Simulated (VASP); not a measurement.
# Rh (I4/mmm) in VASP: a series of runs

The runs below take Rh through single point, with r2SCAN.

Program: VASP 6.6.1. These are calculated values, not measurements. Logs are shortened: lines on timing, memory, paths and dates and some standing lists are left out, and cuts for length are marked.

**1. The cell of the first run**

The structure is tetragonal, space group I4/mmm (No. 139). The conventional cell has a = 2.763 Å, b = 2.763 Å, c = 3.594 Å, α = 90.00°, β = 90.00°, γ = 90.00°. Rh (site symmetry 4/mmm) has 14 Rh at 2.65 to 3.59 Å within 3.6 Å.

**2. Single point, r2SCAN**

POSCAR reads:

```
Rh
1.0
    0.0000000000      1.9534990070      1.7972190864
    1.9534990070      0.0000000000      1.7972190864
    1.9534990070      1.9534990070      0.0000000000
Rh
1
Direct
    0.0000000000      0.0000000000      0.0000000000
```

INCAR.step1 reads:

```
  PREC = Accurate
  ENCUT = 520
  ISMEAR = 0
  SIGMA = 0.15
  LREAL = F
  LASPH = T
  NELM = 100
  NBANDS = 14
  GGA = PE
  ALGO = Normal
  EDIFF = 1E-4
  LWAVE = T
  LCHARG = F
```

INCAR.step2 reads:

```
  PREC = Accurate
  ENCUT = 520
  EDIFF = 1E-7
  ISMEAR = 0
  SIGMA = 0.15
  LREAL = F
  LASPH = T
  NELM = 100
  ALGO = Normal
  ISIF = 2
  LWAVE = F
  LCHARG = F
  METAGGA = R2SCAN
  LMIXTAU = T
  NBANDS = 14
  ISTART = 1
```

KPOINTS reads:

```
regular mesh
0
Gamma
  30 30 30
```

Potentials or basis: VASP PAW PBE potentials, release 64 (Rh_pv).

Run with:

```sh
$ cat potpaw_PBE.64/Rh_pv/POTCAR > POTCAR
$ cp INCAR.step1 INCAR
$ mpirun -np 1 vasp_std > vasp.out
$ cp INCAR.step2 INCAR
$ mpirun -np 1 vasp_std > vasp.out
```

OUTCAR:

```text
PREC = Accurate
   ENCUT = 520
   EDIFF = 1E-7
   ISMEAR = 0
   LREAL = F
   LASPH = T
   NELM = 100
   ISIF = 2
   METAGGA = R2SCAN
   ISTART = 1

 ion  position               nearest neighbor table
   1  0.000  0.000  0.000-

  LATTYP: Found a body centered tetragonal cell.
 ALAT       =     2.7626647898
 C/A-ratio  =     1.3010764774

  Lattice vectors:

 A1 = (   0.0000000000,  -1.9534990070,  -1.7972190864)
 A2 = (   0.0000000000,   1.9534990070,  -1.7972190864)
 A3 = (   1.9534990070,   0.0000000000,   1.7972190864)

Analysis of symmetry for initial positions (statically):
=====================================================================
 Subroutine PRICEL returns:
 Original cell was already a primitive cell.

 Routine SETGRP: Setting up the symmetry group for a
 body centered tetragonal supercell.

 Subroutine GETGRP returns: Found 16 space group operations
 (whereof 16 operations were pure point group operations)
 out of a pool of 16 trial point group operations.

The static configuration has the point symmetry D_4h.

Analysis of symmetry for dynamics (positions and initial velocities):
=====================================================================
 Subroutine PRICEL returns:
 Original cell was already a primitive cell.

 Routine SETGRP: Setting up the symmetry group for a
 body centered tetragonal supercell.

 Subroutine GETGRP returns: Found 16 space group operations
 (whereof 16 operations were pure point group operations)
 out of a pool of 16 trial point group operations.

The dynamic configuration has the point symmetry D_4h.

 Subroutine INISYM returns: Found 16 space group operations
 (whereof 16 operations are pure point group operations),
 and found     1 'primitive' translations

----------------------------------------------------------------------------------------

                                     Primitive cell

  volume of cell :      13.7169

  direct lattice vectors                    reciprocal lattice vectors
     0.000000000  1.953499007  1.797219086    -0.255950988  0.255950988  0.278207595
     1.953499007  0.000000000  1.797219086     0.255950988 -0.255950988  0.278207595
     1.953499007  1.953499007  0.000000000     0.255950988  0.255950988 -0.278207595

  length of vectors
     2.654459420  2.654459420  2.762664790     0.456531797  0.456531797  0.456531797

[... 83 lines left out ...]
   NFREE  =      0    steps in history (QN), initial steepest desc. (CG)
   ISIF   =      2    stress and relaxation
   ISYM   =      2    0-nonsym 1-usesym 2-fastsym
   POTIM  = 0.5000    time-step for ionic-motion
   TEBEG  =    0.0;   TEEND  =   0.0 temperature during run
   PSTRESS=    0.0 pullay stress
   NELECT =      15.0000    total number of electrons
   NUPDOWN=      -1.0000    fix difference up-down
   EMIN   =  10.00;   EMAX   =-10.00  energy-range for DOS
   EFERMI =   0.00;   METHOD = LEGACY
   ISMEAR =     0;   SIGMA  =   0.15  broadening in eV -4-tet -1-fermi 0-gaus
   EFERMI_NEDOS =   21; number of points for ismear=-14 and -15
   IALGO  =     38    algorithm
   IMIX   =      4    mixing-type and parameters
     AMIX     =   0.40;   BMIX     =  1.00
     AMIX_MAG =   1.60;   BMIX_MAG =  1.00
  volume/ion in A,a.u.               =      13.72        92.57
  Fermi-wavevector in a.u.,A,eV,Ry     =   1.686629  3.187266 38.704709  2.844716
  Thomas-Fermi vector in A             =   2.769259
   LORBIT       =      0    0 simple, 1 ext, 2 COOP (PROOUT), +10 PAW based schemes
   METAGGA = R2SCAN    functional components
   LHFCALC =     F    Hartree Fock is set to
   AEXX    =    0.0000 exact exchange contribution
   IVDW    =     0    specifies the selected vdW correction
   LEPSILON=     F    determine dielectric tensor
   LRPA    =     F    only Hartree local field effects (RPA)
 non-spin polarized calculation
 Gauss-broadening in eV      SIGMA  =   0.15
  energy-cutoff  :      520.00
  volume of cell :       13.72
 maximum number of plane-waves:       383
   NGX =  9   NGY =  9   NGZ = 11

 number of electron      15.0000004 magnetization

 Free energy of the ion-electron system (eV)
  ---------------------------------------------------
  ext. energy  EPLUGINS =         0.00000000
  ---------------------------------------------------
  free energy    TOTEN  =       -24.09834424 eV

  energy without entropy =      -24.08406773  energy(sigma->0) =      -24.09120599

 E-fermi :  11.7628     XC(G=0): -15.2181

 val. band max:       11.7611088633   @ k =   0.3333   0.1667   0.0000
 cond. band min:      11.7645646062   @ k =  -0.3667   0.1000   0.0000
 fundamental gap:      0.0034557429
 Fermi energy:        11.7627733470

 k-point     1 :       0.0000    0.0000    0.0000
  band No.  band energies     occupation
      1     -36.0146      2.00000
      2     -36.0146      2.00000
      3     -35.9643      2.00000
      4       3.5828      2.00000
      5       8.3529      2.00000
      6       8.3529      2.00000
      7       9.2140      2.00000
      8      10.1414      2.00000
      9      11.1774      2.00000
     10      28.6261      0.00000
     11      29.1952      0.00000
     12      33.3721      0.00000
     13      33.3721      0.00000
     14      36.2186      0.00000
[... 377 lines left out ...]
      1     -36.4245      2.00000
      2     -36.1064      2.00000
      3     -36.0152      2.00000
      4       5.5253      2.00000
      5       8.5410      2.00000
      6       8.5533      2.00000
      7       9.3837      2.00000
      8      10.9282      2.00000
      9      10.9916      2.00000
     10      27.4843      0.00000
     11      29.1963      0.00000
     12      30.0835      0.00000
     13      35.9311      0.00000
     14      38.3220      0.00000

 [... further k-points ...]

------------------------ aborting loop because EDIFF is reached ----------------------------------------

  FORCE on cell =-STRESS in cart. coord.  units (eV):
  Direction    XX          YY          ZZ          XY          YZ          ZX
  --------------------------------------------------------------------------------------
  -------------------------------------------------------------------------------------
  Total       -0.3291715     -0.3291715      1.2433624      0.0000000     -0.0000000      0.0000000
  in kB      -38.4481495    -38.4481495    145.2281838      0.0000000     -0.0000000      0.0000000
  external PRESSURE =      22.7772950 kB  Pullay stress =       0.0000000 kB

 VOLUME and BASIS-vectors are now :
 -----------------------------------------------------------------------------
  energy-cutoff  :      520.00
  volume of cell :       13.72
      direct lattice vectors                 reciprocal lattice vectors
     0.000000000  1.953499007  1.797219086    -0.255950988  0.255950988  0.278207595
     1.953499007  0.000000000  1.797219086     0.255950988 -0.255950988  0.278207595
     1.953499007  1.953499007  0.000000000     0.255950988  0.255950988 -0.278207595

 POSITION                                       TOTAL-FORCE (eV/Angst)
 -----------------------------------------------------------------------------------
      0.00000      0.00000      0.00000         0.000000      0.000000     -0.000000
 -----------------------------------------------------------------------------------
    total drift:                                0.000000     -0.000000      0.000000

  FREE ENERGIE OF THE ION-ELECTRON SYSTEM (eV)
  ---------------------------------------------------
  free  energy   TOTEN  =       -24.0983442443 eV

  energy  without entropy=      -24.0840677311  energy(sigma->0) =      -24.09120599
```

OSZICAR.step1:

```text
N       E                     dE             d eps       ncg     rms          rms(c)
DAV:   1     0.120381213829E+03    0.12038E+03   -0.87712E+03 55978   0.115E+03
DAV:   2    -0.612577360584E+01   -0.12651E+03   -0.12091E+03 61818   0.341E+02
DAV:   3    -0.769718242588E+01   -0.15714E+01   -0.15688E+01 66726   0.418E+01
DAV:   4    -0.770300038290E+01   -0.58180E-02   -0.58177E-02 63912   0.261E+00
DAV:   5    -0.770305180543E+01   -0.51423E-04   -0.51420E-04 65300   0.216E-01    0.103E+01
DAV:   6    -0.723336606851E+01    0.46969E+00   -0.79457E-01 59022   0.123E+01    0.366E+00
DAV:   7    -0.721689608826E+01    0.16470E-01   -0.18947E-02 65736   0.163E+00    0.171E+00
DAV:   8    -0.721360313250E+01    0.32930E-02   -0.36281E-03 58920   0.810E-01    0.203E-01
DAV:   9    -0.721345353006E+01    0.14960E-03   -0.12188E-04 38724   0.157E-01    0.125E-02
DAV:  10    -0.721345705797E+01   -0.35279E-05   -0.62086E-06 28386   0.302E-02
   1 F= -.72134571E+01 E0= -.72059264E+01  d E =-.150613E-01
```

It took 13 min on 1 thread of Intel Xeon Platinum 8488C (Sapphire Rapids), shared host; peak memory 0.44 GiB.

Results:

```
Free energy            : -24.0983 eV
Pressure               : 2.3 GPa
Band gap on the k mesh : zero (an odd number of electrons rules out a gap without spin polarisation)
```

Stress tensor (GPa, compression positive):
```
-3.84  0.00  0.00
 0.00 -3.84  0.00
 0.00  0.00 14.52
```

Caveat: the PAW data sets were made with another functional, which shifts forces and pressure a little.

**3. Single point, r2SCAN**

This run uses another cell than the first one, of the same volume but with other edges.

POSCAR reads:

```
Rh
1.0
    0.0000000000      2.0057162603      1.7048588213
    2.0057162603      0.0000000000      1.7048588213
    2.0057162603      2.0057162603      0.0000000000
Rh
1
Direct
    0.0000000000      0.0000000000      0.0000000000
```

INCAR.step1 reads:

```
SYSTEM = Rh
PREC = Accurate ; ENCUT = 520
ISMEAR = 0 ; SIGMA = 0.15
LREAL = .FALSE. ; LASPH = .TRUE.
NELM = 100 ; NBANDS = 14
GGA = PE ; ALGO = Normal
EDIFF = 1E-4 ; LWAVE = .TRUE.
LCHARG = .FALSE.
```

INCAR.step2 reads:

```
SYSTEM = Rh
PREC = Accurate ; ENCUT = 520
EDIFF = 1E-7 ; ISMEAR = 0
SIGMA = 0.15 ; LREAL = .FALSE.
LASPH = .TRUE. ; NELM = 100
ALGO = Normal ; ISIF = 2
LWAVE = .FALSE. ; LCHARG = .FALSE.
METAGGA = R2SCAN ; LMIXTAU = .TRUE.
NBANDS = 14 ; ISTART = 1
```

KPOINTS reads:

```
Automatic mesh
0
G
  30 30 30
  0 0 0
```

Potentials or basis: VASP PAW PBE potentials, release 64 (Rh_pv).

Run with:

```sh
$ cat potpaw_PBE.64/Rh_pv/POTCAR > POTCAR
$ cp INCAR.step1 INCAR
$ mpirun -np 1 vasp_std > vasp.out
$ cp INCAR.step2 INCAR
$ mpirun -np 1 vasp_std > vasp.out
```

Run time: 16 min. Hardware: 1 thread of Intel Xeon Platinum 8488C (Sapphire Rapids), shared host; peak memory 0.45 GiB.

Results (log left out):

```
Free energy            : -23.9889 eV
Pressure               : 4.6 GPa
Band gap on the k mesh : zero (an odd number of electrons rules out a gap without spin polarisation)
```

Stress tensor (GPa, compression positive):
```
-4.96  0.00  0.00
 0.00 -4.96  0.00
 0.00  0.00 23.59
```

Levels at points of the mesh, in eV from the Fermi level:
```
           k point  band 4  band 5  band 6  band 7  band 8  band 9  band 10  band 11
(0.00, 0.00, 0.00)   -8.13   -3.46   -3.46   -2.10   -1.92   -0.28    17.30    17.57
(0.50, 0.00, 0.00)   -6.29   -4.10   -2.11    0.14    1.06    1.17     9.36    15.94
(0.50, 0.50, 0.00)   -6.49   -6.28    0.64    1.17    1.17    6.27    12.11    12.11
(0.50, 0.00, 0.50)   -6.45   -5.81    0.33    0.36    1.61    2.42    11.47    14.36
```

Caveat: the cell stands under pressure; the PAW data sets were made with another functional, which shifts forces and pressure a little.

**4. Single point, r2SCAN**

This run uses another cell than the first one, of the same volume but with other edges.

POSCAR reads:

```
Rh
1.0
    0.0000000000      1.7879226323      2.1455071587
    1.7879226323      0.0000000000      2.1455071587
    1.7879226323      1.7879226323      0.0000000000
Rh
1
Direct
    0.0000000000      0.0000000000      0.0000000000
```

INCAR.step1 reads:

```
SYSTEM = Rh
  PREC = Accurate
  ENCUT = 520
  ISMEAR = 0
  SIGMA = 0.15
  LREAL = .FALSE.
  LASPH = .TRUE.
  NELM = 60
  NBANDS = 14
  GGA = PE
  ALGO = Normal
  EDIFF = 1E-4
  LWAVE = .TRUE.
  LCHARG = .FALSE.
```

INCAR.step2 reads:

```
SYSTEM = Rh
  PREC = Accurate
  ENCUT = 520
  EDIFF = 1E-7
  ISMEAR = 0
  SIGMA = 0.15
  LREAL = .FALSE.
  LASPH = .TRUE.
  NELM = 60
  ALGO = Normal
  ISIF = 2
  LWAVE = .FALSE.
  LCHARG = .FALSE.
  METAGGA = R2SCAN
  LMIXTAU = .TRUE.
  NBANDS = 14
  ISTART = 1
```

KPOINTS reads:

```
regular mesh
0
G
  30 30 30
  0 0 0
```

Potentials or basis: VASP PAW PBE potentials, release 64 (Rh_pv).

Run with:

```sh
$ cat potpaw_PBE.64/Rh_pv/POTCAR > POTCAR
$ cp INCAR.step1 INCAR
$ mpirun -np 1 vasp_std > vasp.out
$ cp INCAR.step2 INCAR
$ mpirun -np 1 vasp_std > vasp.out
```

OUTCAR:

```text
SYSTEM = Rh
   PREC = Accurate
   ENCUT = 520
   EDIFF = 1E-7
   ISMEAR = 0
   LREAL = .FALSE.
   LASPH = .TRUE.
   NELM = 60
   ISIF = 2
   METAGGA = R2SCAN
   ISTART = 1

 ion  position               nearest neighbor table
   1  0.000  0.000  0.000-

  LATTYP: Found a body centered tetragonal cell.
 ALAT       =     2.5285044351
 C/A-ratio  =     1.6970562748

  Lattice vectors:

 A1 = (  -1.7879226323,   0.0000000000,   2.1455071587)
 A2 = (   1.7879226323,   0.0000000000,   2.1455071587)
 A3 = (   0.0000000000,   1.7879226323,  -2.1455071587)

Analysis of symmetry for initial positions (statically):
=====================================================================
 Subroutine PRICEL returns:
 Original cell was already a primitive cell.

 Routine SETGRP: Setting up the symmetry group for a
 body centered tetragonal supercell.

 Subroutine GETGRP returns: Found 16 space group operations
 (whereof 16 operations were pure point group operations)
 out of a pool of 16 trial point group operations.

The static configuration has the point symmetry D_4h.

Analysis of symmetry for dynamics (positions and initial velocities):
[... 171 lines left out ...]
      5       7.2237      2.00000
      6       9.2537      2.00000
      7       9.5460      2.00000
      8       9.5460      2.00000
      9      11.8875      0.24641
     10      29.0960      0.00000
     11      29.3178      0.00000
     12      30.9229      0.00000
     13      36.1809      0.00000
     14      36.1809      0.00000
[... 377 lines left out ...]
      1     -36.3647      2.00000
      2     -36.0816      2.00000
      3     -35.9239      2.00000
      4       5.4943      2.00000
      5       7.8667      2.00000
      6       8.5384      2.00000
      7      10.0870      2.00000
      8      10.5496      2.00000
      9      11.4519      1.99679
     10      27.9087      0.00000
     11      29.3187      0.00000
     12      29.9135      0.00000
     13      35.6306      0.00000
     14      37.1479      0.00000

 [... further k-points ...]

------------------------ aborting loop because EDIFF is reached ----------------------------------------

  FORCE on cell =-STRESS in cart. coord.  units (eV):
  Direction    XX          YY          ZZ          XY          YZ          ZX
  --------------------------------------------------------------------------------------
  -------------------------------------------------------------------------------------
  Total        1.8289489      1.8289489     -1.7625008      0.0000000      0.0000000     -0.0000000
  in kB      213.6263183    213.6263183   -205.8649888      0.0000000      0.0000000     -0.0000000
  external PRESSURE =      73.7958826 kB  Pullay stress =       0.0000000 kB

 VOLUME and BASIS-vectors are now :
 -----------------------------------------------------------------------------
  energy-cutoff  :      520.00
  volume of cell :       13.72
      direct lattice vectors                 reciprocal lattice vectors
     0.000000000  1.787922632  2.145507159    -0.279654159  0.279654159  0.233045132
     1.787922632  0.000000000  2.145507159     0.279654159 -0.279654159  0.233045132
     1.787922632  1.787922632  0.000000000     0.279654159  0.279654159 -0.233045132

 POSITION                                       TOTAL-FORCE (eV/Angst)
 -----------------------------------------------------------------------------------
      0.00000      0.00000      0.00000         0.000000      0.000000      0.000000
 -----------------------------------------------------------------------------------
    total drift:                               -0.000000      0.000000      0.000000

  FREE ENERGIE OF THE ION-ELECTRON SYSTEM (eV)
  ---------------------------------------------------
  free  energy   TOTEN  =       -23.9078927654 eV

  energy  without entropy=      -23.8899512880  energy(sigma->0) =      -23.89892203
```

Wall time 12 min (1 thread of Intel Xeon Platinum 8488C (Sapphire Rapids), shared host); peak memory 0.44 GiB.

What came out:

- Free energy: -23.9079 eV
- Pressure: 7.4 GPa
- Band gap on the k mesh: zero (an odd number of electrons rules out a gap without spin polarisation)

Stress tensor (GPa, compression positive):
```
 21.36   0.00   0.00
  0.00  21.36   0.00
  0.00   0.00 -20.59
```

Caveat: the cell stands under pressure; the PAW data sets were made with another functional, which shifts forces and pressure a little.

**5. The runs side by side**

```tsv
cell	gap on the mesh (eV)	pressure (GPa)
a = 2.654, b = 2.654, c = 2.763 Å, angles 58.6, 58.6, 62.7°, 1 atom	none	2.3
a = 2.632, b = 2.632, c = 2.837 Å, angles 57.4, 57.4, 65.2°, 1 atom	none	4.6
a = 2.793, b = 2.793, c = 2.529 Å, angles 63.1, 63.1, 53.8°, 1 atom	none	7.4
```

Alike in all rows: task single point; level r2SCAN; potentials or basis VASP PAW PBE potentials, release 64 (Rh_pv); no spin polarisation; k mesh 30 × 30 × 30; cutoff (eV) 520; smearing gaussian 0.15 eV.

Caveats: the PAW data sets were made with another functional, which shifts forces and pressure a little; the cell stands under pressure (at least some runs).

Total energies depend on the potentials used, so only differences within one code and one set of settings carry meaning.
